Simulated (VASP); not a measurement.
Here is a VASP 6.6.1 calculation.

The input INCAR:

```
AGGAC = 1.0
AGGAX = 1.0
ALDAC = 0.0
ALDAX = 1.0
ALGO = Normal
EDIFF = 1E-6
ENCUT = 520
GGA = B5
ISIF = 2
ISMEAR = -1
LASPH = T
LCHARG = F
LREAL = F
LWAVE = F
NBANDS = 25
NELM = 100
PREC = Accurate
SIGMA = 0.05
```

Contents of KPOINTS:

```
k-points
0
Gamma
  5 5 4
```

The input POSCAR:

```
CuO
1.0
    3.1754955000      0.0000000000      0.0000000000
    0.0000000000      3.1754955000      0.0000000000
    0.0000000000      0.0000000000      4.6495318700
Cu O
2 2
Direct
    0.0000000000      0.0000000000      0.0000000000
    0.5000000000      0.5000000000      0.0000000000
    0.5000000000      0.0000000000      0.2670000000
    0.0000000000      0.5000000000      0.7330000000
```

Potentials or basis: VASP PAW PBE potentials, release 64 (Cu, O).

Command:

```bash
$ cat potpaw_PBE.64/Cu/POTCAR potpaw_PBE.64/O/POTCAR > POTCAR
$ mpirun -np 1 vasp_std > vasp.out
```

Problem. Estimate the pressure.

Solution. 23.1 GPa.

Problem. Predict the largest force.

Solution. 0.518 eV/Å.

Problem. Predict the band gap on the k mesh.

Solution. Zero (band 17 reaches 3.81 eV, above the bottom of band 18 at 2.98 eV).

Forces on the atoms (eV/Å):
```
Cu   0.000  0.000  0.000
Cu   0.000  0.000  0.000
O    0.000  0.000 -0.518
O    0.000  0.000  0.518
```

Caveat: the k points lie up to 0.40 Å⁻¹ apart; the PAW data sets were made with another functional, which shifts forces and pressure a little; semilocal functionals often make such compounds metallic where correlation or magnetic order opens a gap, which also shifts bond lengths. With open d or f shells a metallic result of BLYP can be an artefact of self-interaction; +U or a hybrid may open a gap.
